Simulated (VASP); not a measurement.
Write the native input for VASP 6.6.1 that does the following.

* Task: relaxation of cell and atoms
* Functional: PBEsol
* Potentials or basis: VASP PAW PBE potentials, release 64 (S, Mg)
* Cutoff: 600 eV
* k mesh: 8 × 8 × 8
* Occupations: fermi-dirac, width 0.05 eV
* Spin: no spin polarisation
* Target pressure: 5 GPa
* Dipole correction: no
* Further INCAR settings: ALGO = Normal; EDIFF = 1e-07; IBRION = 2; EDIFFG = -0.01; NSW = 60; ISIF = 3

The structure of MgS lies in POSCAR:

```
MgS
1.0
    0.0000000000      2.8331200468      2.8331200468
    2.8331200468      0.0000000000      2.8331200468
    2.8331200468      2.8331200468      0.0000000000
S Mg
1 1
Direct
    0.2500000000      0.2500000000      0.2500000000
    0.0000000000      0.0000000000      0.0000000000
```

One way to write it, as run:

INCAR

```
PREC = Accurate ; ENCUT = 600
EDIFF = 1E-7 ; ISMEAR = -1
SIGMA = 0.05 ; LREAL = False
LASPH = True ; NELM = 100
ALGO = Normal ; ISIF = 3
LWAVE = False ; LCHARG = False
GGA = PS ; IBRION = 2
NSW = 60 ; EDIFFG = -0.01
PSTRESS = 50.0
```

KPOINTS

```
Automatic mesh
0
Gamma
  8 8 8
```

Potentials or basis: VASP PAW PBE potentials, release 64 (S, Mg).

The run is started by

```sh
$ cat potpaw_PBE.64/S/POTCAR potpaw_PBE.64/Mg/POTCAR > POTCAR
$ mpirun -np 1 vasp_std > vasp.out
```

Results of the run:

```json
{"Relaxed volume": "20.94 Å³/atom", "Relaxed cell": "a = 3.898 Å, b = 3.898 Å, c = 3.898 Å, α = 60.00°, β = 60.00°, γ = 60.00°", "Space group after relaxing (to 0.05 Å)": "F-43m (No. 216)", "Energy change on relaxing (the enthalpy is what falls)": "+23.2 meV/atom", "Ionic steps": "3", "Pressure after relaxing": "5.0 GPa", "Band gap on the k mesh": "3.63 eV, indirect (least direct gap 3.70 eV)"}
```

Caveat: the cell is relaxed towards a set pressure, so the enthalpy falls and the energy may rise; the PAW data sets were made with another functional, which shifts forces and pressure a little.

Run time: 15 s on 1 thread of Intel(R) Xeon(R) Platinum 8559C (Emerald Rapids) (shared host), peak memory 0.19 GiB.
